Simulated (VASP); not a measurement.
# SnO (F-43m) in VASP: a series of runs, part 2 of 2

VASP 6.6.1. The steps go on from the part before.

## 4. Single point, LDA (19.10 Å³/atom)

This run uses another cell than the first one, of 19.10 Å³/atom.

Input file INCAR:

```
PREC = Accurate
ENCUT = 520
EDIFF = 1E-6
ISMEAR = -1
SIGMA = 0.15
LREAL = False
LASPH = True
NELM = 60
ALGO = Normal
ISIF = 2
LWAVE = False
LCHARG = False
GGA = CA
NBANDS = 17
```

Input file KPOINTS:

```
regular mesh
0
Gamma
  10 10 10
```

Input file POSCAR:

```
SnO
1.0
    0.0000000000      2.6732000000      2.6732000000
    2.6732000000      0.0000000000      2.6732000000
    2.6732000000      2.6732000000      0.0000000000
Sn O
1 1
Direct
    0.0000000000      0.0000000000      0.0000000000
    0.2500000000      0.2500000000      0.2500000000
```

Potentials or basis: VASP PAW LDA potentials, release 64 (Sn_d, O).

Launch:

```console
$ cat potpaw_LDA.64/Sn_d/POTCAR potpaw_LDA.64/O/POTCAR > POTCAR
$ mpirun -np 1 vasp_std > vasp.out
```

OUTCAR:

```text
PREC = Accurate
   ENCUT = 520
   EDIFF = 1E-6
   ISMEAR = -1
   LREAL = False
   LASPH = True
   NELM = 60
   ISIF = 2
   GGA = CA

 ion  position               nearest neighbor table
   1  0.000  0.000  0.000-   2 2.32   2 2.32   2 2.32   2 2.32
   2  0.250  0.250  0.250-   1 2.32   1 2.32   1 2.32   1 2.32

  LATTYP: Found a face centered cubic cell.
 ALAT       =     5.3464000000

  Lattice vectors:

 A1 = (   0.0000000000,   2.6732000000,   2.6732000000)
 A2 = (   2.6732000000,   0.0000000000,   2.6732000000)
 A3 = (   2.6732000000,   2.6732000000,   0.0000000000)

Analysis of symmetry for initial positions (statically):
=====================================================================
 Subroutine PRICEL returns:
 Original cell was already a primitive cell.

 Routine SETGRP: Setting up the symmetry group for a
 face centered cubic supercell.

 Subroutine GETGRP returns: Found 24 space group operations
 (whereof 24 operations were pure point group operations)
 out of a pool of 48 trial point group operations.

The static configuration has the point symmetry T_d .

[... 157 lines left out ...]
  energy without entropy =      -11.78676167  energy(sigma->0) =      -11.80465102

 E-fermi :   6.2922     XC(G=0): -10.2699

 val. band max:        6.2037566718   @ k =  -0.4000   0.5000   0.1000
 cond. band min:       6.3125662628   @ k =  -0.3000   0.5000   0.2000
 fundamental gap:      0.1088095910
 Fermi energy:         6.2922272574

 k-point     1 :       0.0000    0.0000    0.0000
  band No.  band energies     occupation
      1     -15.4255      2.00000
      2     -15.4255      2.00000
      3     -15.4255      2.00000
      4     -15.3622      2.00000
      5     -15.3622      2.00000
      6     -12.7556      2.00000
[... 457 lines left out ...]
      4     -15.3662      2.00000
      5     -15.3402      2.00000
      6     -11.9953      2.00000
[... 9 lines left out ...]
     16      20.4581      0.00000
     17      21.4636      0.00000

 [... further k-points ...]

------------------------ aborting loop because EDIFF is reached ----------------------------------------

  FORCE on cell =-STRESS in cart. coord.  units (eV):
  Direction    XX          YY          ZZ          XY          YZ          ZX
  --------------------------------------------------------------------------------------
  -------------------------------------------------------------------------------------
  Total       -0.2219284     -0.2219284     -0.2219284     -0.0000000     -0.0000000     -0.0000000
  in kB       -9.3067714     -9.3067714     -9.3067714     -0.0000000     -0.0000000     -0.0000000
  external PRESSURE =      -9.3067714 kB  Pullay stress =       0.0000000 kB

 VOLUME and BASIS-vectors are now :
 -----------------------------------------------------------------------------
  energy-cutoff  :      520.00
  volume of cell :       38.21
      direct lattice vectors                 reciprocal lattice vectors
     0.000000000  2.673200000  2.673200000    -0.187041748  0.187041748  0.187041748
     2.673200000  0.000000000  2.673200000     0.187041748 -0.187041748  0.187041748
     2.673200000  2.673200000  0.000000000     0.187041748  0.187041748 -0.187041748

 POSITION                                       TOTAL-FORCE (eV/Angst)
 -----------------------------------------------------------------------------------
      0.00000      0.00000      0.00000        -0.000000     -0.000000     -0.000000
      1.33660      1.33660      1.33660         0.000000      0.000000      0.000000
 -----------------------------------------------------------------------------------
    total drift:                               -0.000000     -0.000000     -0.000000

  FREE ENERGIE OF THE ION-ELECTRON SYSTEM (eV)
  ---------------------------------------------------
  free  energy   TOTEN  =       -11.8225403769 eV

  energy  without entropy=      -11.7867616715  energy(sigma->0) =      -11.80465102
```

OSZICAR:

```text
N       E                     dE             d eps       ncg     rms          rms(c)
DAV:   1     0.149221549922E+03    0.14922E+03   -0.10353E+04  1664   0.165E+03
DAV:   2     0.982720603658E+00   -0.14824E+03   -0.14144E+03  1751   0.383E+02
DAV:   3    -0.135001887242E+02   -0.14483E+02   -0.14400E+02  1879   0.108E+02
DAV:   4    -0.138313339694E+02   -0.33115E+00   -0.33093E+00  1962   0.177E+01
DAV:   5    -0.138403209632E+02   -0.89870E-02   -0.89866E-02  2144   0.280E+00    0.842E+00
DAV:   6    -0.121415430743E+02    0.16988E+01   -0.13161E+01  2399   0.422E+01    0.520E+00
DAV:   7    -0.118559351451E+02    0.28561E+00   -0.22634E+00  1940   0.874E+00    0.138E+00
DAV:   8    -0.118234169872E+02    0.32518E-01   -0.17640E-01  1667   0.316E+00    0.289E-01
DAV:   9    -0.118226081577E+02    0.80883E-03   -0.80231E-03  2284   0.710E-01    0.134E-01
DAV:  10    -0.118226808299E+02   -0.72672E-04   -0.22031E-03  2408   0.417E-01    0.754E-02
DAV:  11    -0.118225390003E+02    0.14183E-03   -0.77590E-04  2429   0.210E-01    0.998E-03
DAV:  12    -0.118225404894E+02   -0.14891E-05   -0.44494E-05  1706   0.460E-02    0.508E-03
DAV:  13    -0.118225403769E+02    0.11251E-06   -0.18015E-06  1394   0.107E-02
   1 F= -.11822540E+02 E0= -.11804651E+02  d E =-.357787E-01
```

stdout:

```text
POSCAR found type information on POSCAR SnO
 POSCAR found :  2 types and       2 ions
 scaLAPACK will be used
 LDA part: xc-table for (Slater(with rela. corr.)+CA(PZ))
 , standard interpolation
 POSCAR, INCAR and KPOINTS ok, starting setup
 FFT: planning ... GRIDC
 FFT: planning ... GRID_SOFT
 FFT: planning ... GRID
 WAVECAR not read
 entering main loop
```

It took 17 s on 1 thread of AMD EPYC 9R45 (Zen 5), shared host; peak memory 0.13 GiB.

Results:

| Item | Value |
| --- | --- |
| Free energy | -11.8225 eV |
| Pressure | -0.9 GPa |
| Band gap on the k mesh | zero (bands 10 and 11 overlap by 0.18 eV) |

Caveat: semilocal functionals underestimate gaps, so a narrow gap can read as zero; spin-orbit coupling is left out, which moves the levels of the heavy elements.

## 5. Overview

| cell | k mesh | smearing | gap on the mesh (eV) | pressure (GPa) |
| --- | --- | --- | --- | --- |
| a = 3.645 Å, angles 60.0°, 2 atoms | 6 × 6 × 6 | gaussian 0.05 eV | none | 8.5 |
| a = 3.730 Å, angles 60.0°, 2 atoms | 6 × 6 × 6 | gaussian 0.05 eV | none | 2.9 |
| a = 3.780 Å, angles 60.0°, 2 atoms | 10 × 10 × 10 | fermi-dirac 0.15 eV | none | -0.9 |

Alike in all rows: task single point; level LDA; potentials or basis VASP PAW LDA potentials, release 64 (Sn_d, O); no spin polarisation; cutoff (eV) 520.

Caveats: semilocal functionals underestimate gaps, so a narrow gap can read as zero; spin-orbit coupling is left out, which moves the levels of the heavy elements; the cell stands under pressure (at least some runs).

Absolute energies hang on the potentials; compare differences alone.
